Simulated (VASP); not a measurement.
# I (Cmce) in VASP: a series of runs, part 2 of 2

VASP 6.6.1. The steps go on from the part before.

**3. Single point, PBEsol (45.19 Å³/atom)**

This run uses another cell than the first one, of 45.19 Å³/atom.

INCAR reads:

```
SYSTEM = I
PREC = Accurate
ENCUT = 520
EDIFF = 1E-6
ISMEAR = -1
SIGMA = 0.05
LREAL = .False.
LASPH = .True.
NELM = 60
ALGO = Normal
ISIF = 2
LWAVE = .False.
LCHARG = .False.
GGA = PS
NBANDS = 22
```

KPOINTS reads:

```
Automatic mesh
0
Gamma
  7 7 3
  0 0 0
```

POSCAR reads:

```
I
1.0
    3.7063282960     -2.4419931020      0.0000000000
    3.7063282960      2.4419931020      0.0000000000
    0.0000000000      0.0000000000      9.9855169996
I
4
Direct
    0.6493000000      0.3507000000      0.3844000000
    0.1493000000      0.8507000000      0.1156000000
    0.3507000000      0.6493000000      0.6156000000
    0.8507000000      0.1493000000      0.8844000000
```

Potentials or basis: VASP PAW PBE potentials, release 64 (I).

Launch:

```console
$ cat potpaw_PBE.64/I/POTCAR > POTCAR
$ mpirun -np 1 vasp_std > vasp.out
```

OUTCAR:

```text
SYSTEM = I
   PREC = Accurate
   ENCUT = 520
   EDIFF = 1E-6
   ISMEAR = -1
   LREAL = .False.
   LASPH = .True.
   NELM = 60
   ISIF = 2
   GGA = PS

 ion  position               nearest neighbor table
   1  0.649  0.351  0.384-   3 2.73
   2  0.149  0.851  0.116-   4 2.73
   3  0.351  0.649  0.616-   1 2.73
   4  0.851  0.149  0.884-   2 2.73

  LATTYP: Found a base centered orthorhombic cell.
 ALAT       =     4.8839862040
 B/A-ratio  =     1.5177472422
 C/A-ratio  =     2.0445424255

  Lattice vectors:

 A1 = (  -3.7063282960,  -2.4419931020,   0.0000000000)
 A2 = (   3.7063282960,  -2.4419931020,   0.0000000000)
 A3 = (   0.0000000000,   0.0000000000,   9.9855169996)

Analysis of symmetry for initial positions (statically):
=====================================================================
 Subroutine PRICEL returns:
 Original cell was already a primitive cell.

 Routine SETGRP: Setting up the symmetry group for a
 base centered orthorhombic supercell.

 Subroutine GETGRP returns: Found  8 space group operations
 (whereof  4 operations were pure point group operations)
 out of a pool of  8 trial point group operations.

The static configuration has the point symmetry C_2h.
 The point group associated with its full space group is D_2h.

Analysis of symmetry for dynamics (positions and initial velocities):
=====================================================================
 Subroutine PRICEL returns:
 Original cell was already a primitive cell.

 Routine SETGRP: Setting up the symmetry group for a
 base centered orthorhombic supercell.

 Subroutine GETGRP returns: Found  8 space group operations
 (whereof  4 operations were pure point group operations)
 out of a pool of  8 trial point group operations.

The dynamic configuration has the point symmetry C_2h.
 The point group associated with its full space group is D_2h.

 Subroutine INISYM returns: Found  8 space group operations
 (whereof  4 operations are pure point group operations),
 and found     1 'primitive' translations

----------------------------------------------------------------------------------------

                                     Primitive cell

  volume of cell :     180.7544

  direct lattice vectors                    reciprocal lattice vectors
     3.706328296 -2.441993102  0.000000000     0.134904401 -0.204750783  0.000000000
     3.706328296  2.441993102  0.000000000     0.134904401  0.204750783  0.000000000
     0.000000000  0.000000000  9.985517000     0.000000000  0.000000000  0.100145040

  length of vectors
     4.438490706  4.438490706  9.985517000     0.245198044  0.245198044  0.100145040

  position of ions in fractional coordinates (direct lattice)
     0.649300000  0.350700000  0.384400000
     0.149300000  0.850700000  0.115600000
     0.350700000  0.649300000  0.615600000
     0.850700000  0.149300000  0.884400000

  ion indices of the primitive-cell ions
   primitive index   ion index
                 1           1
                 2           2
                 3           3
                 4           4

----------------------------------------------------------------------------------------

 KPOINTS: Automatic mesh

Automatic generation of k-mesh.
 Grid dimensions read from file:
 generate k-points for:    7    7    3

 Generating k-lattice:

  Cartesian coordinates                     Fractional coordinates (reciprocal lattice)
     0.019272057 -0.029250112  0.000000000     0.142857143  0.000000000  0.000000000
     0.019272057  0.029250112  0.000000000     0.000000000  0.142857143  0.000000000
     0.000000000  0.000000000  0.033381680     0.000000000  0.000000000  0.333333333

  Length of vectors
     0.035028292  0.035028292  0.033381680

  Shift w.r.t. Gamma in fractional coordinates (k-lattice)
     0.000000000  0.000000000  0.000000000

 Subroutine IBZKPT returns following result:
 ===========================================

 Found     32 irreducible k-points:

 Following reciprocal coordinates:
            Coordinates               Weight
  0.000000  0.000000  0.000000      1.000000
  0.142857  0.000000  0.000000      4.000000
  0.285714  0.000000  0.000000      4.000000
  0.428571 -0.000000  0.000000      4.000000
  0.142857  0.142857  0.000000      2.000000
  0.285714  0.142857  0.000000      4.000000
[... 16 lines left out ...]
  0.428571  0.142857  0.333333      8.000000
 -0.428571  0.142857  0.333333      8.000000
 [... further k-points ...]
   k-points           NKPTS =     32   k-points in BZ     NKDIM =     32   number of bands    NBANDS=     22
   number of dos      NEDOS =    301   number of ions     NIONS =      4
   total plane-waves  NPLWV = 103680
   dimension x,y,z NGX =    36 NGY =   36 NGZ =   80
   dimension x,y,z NGXF=    72 NGYF=   72 NGZF=  160
   ions per type =               4
   NGX,Y,Z   is equivalent  to a cutoff of  13.48, 13.48, 13.32 a.u.
   NGXF,Y,Z  is equivalent  to a cutoff of  26.97, 26.97, 26.64 a.u.
 SYSTEM =  I
   PREC   = accura    normal or accurate (medium, high low for compatibility)
   ISTART =      0    job   : 0-new  1-cont  2-samecut
   ICHARG =      2    charge: 1-file 2-atom 10-const
   ISPIN  =      1    spin polarized calculation?
   LNONCOLLINEAR =      F non collinear calculations
   LSORBIT =      F    spin-orbit coupling
   LASPH  =      T    aspherical Exc in radial PAW
   ENCUT  =  520.0 eV  38.22 Ry    6.18 a.u.   8.25  8.25 18.57*2*pi/ulx,y,z
   NELM   =     60;   NELMIN=  2; NELMDL= -5     # of ELM steps
   EDIFF  = 0.1E-05   stopping-criterion for ELM
   LREAL  =      F    real-space projection
   EDIFFG = 0.1E-04   stopping-criterion for IOM
   NSW    =      0    number of steps for IOM
   IBRION =     -1    ionic relax: 0-MD 1-quasi-New 2-CG
   NFREE  =      0    steps in history (QN), initial steepest desc. (CG)
   ISIF   =      2    stress and relaxation
   ISYM   =      2    0-nonsym 1-usesym 2-fastsym
   POTIM  = 0.5000    time-step for ionic-motion
   TEBEG  =    0.0;   TEEND  =   0.0 temperature during run
   PSTRESS=    0.0 pullay stress
   NELECT =      28.0000    total number of electrons
   NUPDOWN=      -1.0000    fix difference up-down
   EMIN   =  10.00;   EMAX   =-10.00  energy-range for DOS
   EFERMI =   0.00;   METHOD = LEGACY
   ISMEAR =    -1;   SIGMA  =   0.05  broadening in eV -4-tet -1-fermi 0-gaus
   EFERMI_NEDOS =   21; number of points for ismear=-14 and -15
   IALGO  =     38    algorithm
   IMIX   =      4    mixing-type and parameters
     AMIX     =   0.40;   BMIX     =  1.00
     AMIX_MAG =   1.60;   BMIX_MAG =  1.00
  volume/ion in A,a.u.               =      45.19       304.95
  Fermi-wavevector in a.u.,A,eV,Ry     =   0.879221  1.661486 10.517698  0.773029
  Thomas-Fermi vector in A             =   1.999415
   LORBIT       =      0    0 simple, 1 ext, 2 COOP (PROOUT), +10 PAW based schemes
   GGA     = PS    functional components
   LHFCALC =     F    Hartree Fock is set to
   AEXX    =    0.0000 exact exchange contribution
   IVDW    =     0    specifies the selected vdW correction
   LEPSILON=     F    determine dielectric tensor
   LRPA    =     F    only Hartree local field effects (RPA)
 non-spin polarized calculation
  energy-cutoff  :      520.00
  volume of cell :      180.75
 maximum number of plane-waves:      4881
 NGX is ok and might be reduce to    36
   NGX = 17   NGY = 17   NGZ = 37

 number of electron      27.9999999 magnetization

 Free energy of the ion-electron system (eV)
  ---------------------------------------------------
  ext. energy  EPLUGINS =         0.00000000
  ---------------------------------------------------
  free energy    TOTEN  =        -6.79272888 eV

  energy without entropy =       -6.79272686  energy(sigma->0) =       -6.79272787

 E-fermi :   2.4205     XC(G=0):  -7.9508

 val. band max:        1.8378345596   @ k =   0.0000   0.0000   0.0000
 cond. band min:       3.0022351254   @ k =   0.4286   0.4286   0.0000
 fundamental gap:      1.1644005658
 Fermi energy:         2.4204558677

 k-point     1 :       0.0000    0.0000    0.0000
  band No.  band energies     occupation
      1     -11.4726      2.00000
      2     -11.0595      2.00000
      3      -9.5855      2.00000
      4      -8.7784      2.00000
      5      -2.4576      2.00000
      6      -1.2559      2.00000
[... 574 lines left out ...]
      6      -2.1589      2.00000
[... 14 lines left out ...]
     21       9.7587      0.00000
     22      10.1309      0.00000

 [... further k-points ...]

------------------------ aborting loop because EDIFF is reached ----------------------------------------

  FORCE on cell =-STRESS in cart. coord.  units (eV):
  Direction    XX          YY          ZZ          XY          YZ          ZX
  --------------------------------------------------------------------------------------
  -------------------------------------------------------------------------------------
  Total       -0.1891099     -1.7643069     -1.9902034      0.0000000      0.0000000      0.0000000
  in kB       -1.6762395    -15.6385268    -17.6408366      0.0000000      0.0000000      0.0000000
  external PRESSURE =     -11.6518676 kB  Pullay stress =       0.0000000 kB

 VOLUME and BASIS-vectors are now :
 -----------------------------------------------------------------------------
  energy-cutoff  :      520.00
  volume of cell :      180.75
      direct lattice vectors                 reciprocal lattice vectors
     3.706328296 -2.441993102  0.000000000     0.134904401 -0.204750783  0.000000000
     3.706328296  2.441993102  0.000000000     0.134904401  0.204750783  0.000000000
     0.000000000  0.000000000  9.985517000     0.000000000  0.000000000  0.100145040

 POSITION                                       TOTAL-FORCE (eV/Angst)
 -----------------------------------------------------------------------------------
      3.70633     -0.72918      3.83843         0.000000     -0.046163     -0.296628
      3.70633      1.71281      1.15433         0.000000     -0.046163      0.296628
      3.70633      0.72918      6.14708         0.000000      0.046163      0.296628
      3.70633     -1.71281      8.83119         0.000000      0.046163     -0.296628
 -----------------------------------------------------------------------------------
    total drift:                               -0.000000     -0.000000     -0.000000

  FREE ENERGIE OF THE ION-ELECTRON SYSTEM (eV)
  ---------------------------------------------------
  free  energy   TOTEN  =        -6.7927288780 eV

  energy  without entropy=       -6.7927268646  energy(sigma->0) =       -6.79272787
```

OSZICAR:

```text
N       E                     dE             d eps       ncg     rms          rms(c)
DAV:   1     0.152013540525E+03    0.15201E+03   -0.10104E+04  1408   0.101E+03
DAV:   2     0.531659311553E+01   -0.14670E+03   -0.14191E+03  1954   0.155E+02
DAV:   3    -0.677887653752E+01   -0.12095E+02   -0.12053E+02  1764   0.508E+01
DAV:   4    -0.705908292546E+01   -0.28021E+00   -0.28016E+00  1804   0.920E+00
DAV:   5    -0.706581106546E+01   -0.67281E-02   -0.67280E-02  1746   0.142E+00    0.908E+00
DAV:   6    -0.686359720256E+01    0.20221E+00   -0.17116E-01  1606   0.180E+00    0.623E+00
DAV:   7    -0.680449637982E+01    0.59101E-01   -0.42854E-01  1582   0.280E+00    0.691E-01
DAV:   8    -0.679255669944E+01    0.11940E-01   -0.61788E-02  1528   0.114E+00    0.284E-01
DAV:   9    -0.679268457390E+01   -0.12787E-03   -0.13745E-03  1756   0.203E-01    0.217E-01
DAV:  10    -0.679274664318E+01   -0.62069E-04   -0.18330E-04  1624   0.671E-02    0.231E-01
DAV:  11    -0.679277331133E+01   -0.26668E-04   -0.88520E-05  1606   0.482E-02    0.923E-02
DAV:  12    -0.679274219744E+01    0.31114E-04   -0.29628E-05  1660   0.259E-02    0.595E-02
DAV:  13    -0.679272886105E+01    0.13336E-04   -0.30208E-05  1636   0.254E-02    0.146E-02
DAV:  14    -0.679272887800E+01   -0.16950E-07   -0.53093E-06  1648   0.104E-02
   1 F= -.67927289E+01 E0= -.67927279E+01  d E =-.201344E-05
```

stdout:

```text
POSCAR found type information on POSCAR I
 POSCAR found :  1 types and       4 ions
 scaLAPACK will be used
 -----------------------------------------------------------------------------
|                                                                             |
|                                                                             |
|     You enforced a specific xc type in the INCAR file but a different       |
|     I HOPE YOU KNOW WHAT YOU ARE DOING!                                     |
|                                                                             |
 -----------------------------------------------------------------------------

 LDA part: xc-table for (Slater+PW92), standard interpolation
 POSCAR, INCAR and KPOINTS ok, starting setup
 FFT: planning ... GRIDC
 FFT: planning ... GRID_SOFT
 FFT: planning ... GRID
 WAVECAR not read
 entering main loop
```

It took 81 s on 1 thread of Intel Xeon Platinum 8559C (Emerald Rapids), shared host; peak memory 0.33 GiB.

What came out:

| Item | Value |
| --- | --- |
| Free energy | -6.7927 eV |
| Pressure | -1.2 GPa |
| Largest force | 0.300 eV/Å |
| Band gap on the k mesh | 1.16 eV (least direct gap 1.22 eV) |

Forces on the atoms (eV/Å):
```
I    0.000 -0.046 -0.297
I    0.000 -0.046  0.297
I    0.000  0.046  0.297
I    0.000  0.046 -0.297
```

Stress tensor (GPa, compression positive):
```
-0.17  0.00  0.00
 0.00 -1.56  0.00
 0.00  0.00 -1.76
```

Levels at points of the mesh, in eV from the valence-band top:
```tsv
k point	band 11	band 12	band 13	band 14	band 15	band 16	band 17	band 18
(0.00, 0.00, 0.00)	-1.05	-0.50	-0.07	0.00	1.22	2.03	5.09	5.31
```

Caveat: this functional lacks dispersion, which holds the molecules together, so the pressure and a relaxed volume are unreliable; the PAW data sets were made with another functional, which shifts forces and pressure a little; spin-orbit coupling is left out, which moves the levels of the heavy elements.

**4. Single point, PBE-based screened hybrid with 25 % exact exchange**

This run uses another cell than the first one, of 42.63 Å³/atom.

POSCAR reads:

```
I
1.0
    3.6350350000     -2.3950200000      0.0000000000
    3.6350350000      2.3950200000      0.0000000000
    0.0000000000      0.0000000000      9.7934400000
I
4
Direct
    0.6493000000      0.3507000000      0.3844000000
    0.1493000000      0.8507000000      0.1156000000
    0.3507000000      0.6493000000      0.6156000000
    0.8507000000      0.1493000000      0.8844000000
```

INCAR.step1 reads:

```
PREC = Accurate
ENCUT = 520
EDIFF = 1E-5
ISMEAR = -1
SIGMA = 0.05
LREAL = False
LASPH = True
NELM = 80
ALGO = Normal
ISIF = 2
LWAVE = True
LCHARG = False
GGA = PE
NBANDS = 22
```

INCAR.step2 reads:

```
PREC = Accurate
ENCUT = 520
EDIFF = 1E-7
ISMEAR = -1
SIGMA = 0.05
LREAL = False
LASPH = True
NELM = 80
ALGO = Normal
ISIF = 2
LWAVE = False
LCHARG = False
GGA = PE
LHFCALC = True
AEXX = 0.25
HFSCREEN = 0.4
PRECFOCK = Normal
ISTART = 1
NBANDS = 22
```

KPOINTS reads:

```
regular mesh
0
Gamma
  4 4 2
```

Launch:

```console
$ cat potpaw_PBE.64/I/POTCAR > POTCAR
$ cp INCAR.step1 INCAR
$ mpirun -np 1 vasp_std > vasp.out
$ cp INCAR.step2 INCAR
$ mpirun -np 1 vasp_std > vasp.out
```

It took 1.5 h on 1 thread of AMD EPYC 7R13 (Zen 3), shared host; peak memory 0.39 GiB.

It converged, with:

| Quantity | Value |
| --- | --- |
| Free energy | -7.2843 eV |
| Pressure | 1.0 GPa |
| Largest force | 0.408 eV/Å |
| Band gap on the k mesh | 1.79 eV (least direct gap 1.96 eV) |

Forces on the atoms (eV/Å):
```
I    0.000 -0.160 -0.375
I    0.000 -0.160  0.375
I    0.000  0.160  0.375
I    0.000  0.160 -0.375
```

Stress tensor (GPa, compression positive):
```
1.09 0.00 0.00
0.00 0.75 0.00
0.00 0.00 1.25
```

Levels at points of the mesh, in eV from the valence-band top:
| k point | band 11 | band 12 | band 13 | band 14 | band 15 | band 16 | band 17 | band 18 |
| --- | --- | --- | --- | --- | --- | --- | --- | --- |
| (0.00, 0.00, 0.00) | -1.17 | -0.58 | -0.16 | -0.08 | 1.87 | 2.78 | 5.80 | 5.85 |
| (0.50, 0.00, 0.00) | -1.26 | -1.26 | -0.47 | -0.47 | 2.74 | 2.74 | 5.96 | 5.96 |
| (0.50, 0.50, 0.00) | -1.95 | -1.40 | -0.75 | -0.37 | 1.79 | 2.37 | 5.66 | 6.39 |
| (0.00, 0.00, 0.50) | -1.07 | -1.07 | -0.12 | -0.12 | 2.16 | 2.16 | 6.28 | 6.28 |
| (0.50, 0.00, 0.50) | -0.81 | -0.81 | 0.00 | 0.00 | 2.18 | 2.18 | 6.34 | 6.34 |
| (0.50, 0.50, 0.50) | -1.28 | -1.28 | -1.07 | -1.07 | 1.92 | 1.92 | 6.63 | 6.63 |

Caveat: this functional lacks dispersion, which holds the molecules together, so the pressure and a relaxed volume are unreliable; the PAW data sets were made with another functional, which shifts forces and pressure a little; spin-orbit coupling is left out, which moves the levels of the heavy elements.

**5. Overview**

```csv
level,cell,k mesh,grid for exact exchange (PRECFOCK),share of exact exchange,screening parameter,gap on the mesh (eV),pressure (GPa),largest force (eV/Å)
PBEsol,"a = 4.410, b = 4.410, c = 9.922 Å, angles 90.0, 90.0, 66.8°, 4 atoms",7 × 7 × 3,-,-,-,1.20,-0.8,0.44
PBEsol,"a = 4.438, b = 4.438, c = 9.986 Å, angles 90.0, 90.0, 66.8°, 4 atoms",7 × 7 × 3,-,-,-,1.16,-1.2,0.30
PBE-based screened hybrid with 25 % exact exchange,"a = 4.353, b = 4.353, c = 9.793 Å, angles 90.0, 90.0, 66.8°, 4 atoms",4 × 4 × 2,Normal,0.25,0.4 1/Å,1.79,1.0,0.41
```

Alike in all rows: task single point; potentials or basis VASP PAW PBE potentials, release 64 (I); no spin polarisation; cutoff (eV) 520; smearing fermi-dirac 0.05 eV.

Caveats: this functional lacks dispersion, which holds the molecules together, so the pressure and a relaxed volume are unreliable; the PAW data sets were made with another functional, which shifts forces and pressure a little; spin-orbit coupling is left out, which moves the levels of the heavy elements.

Absolute energies hang on the potentials; compare differences alone.
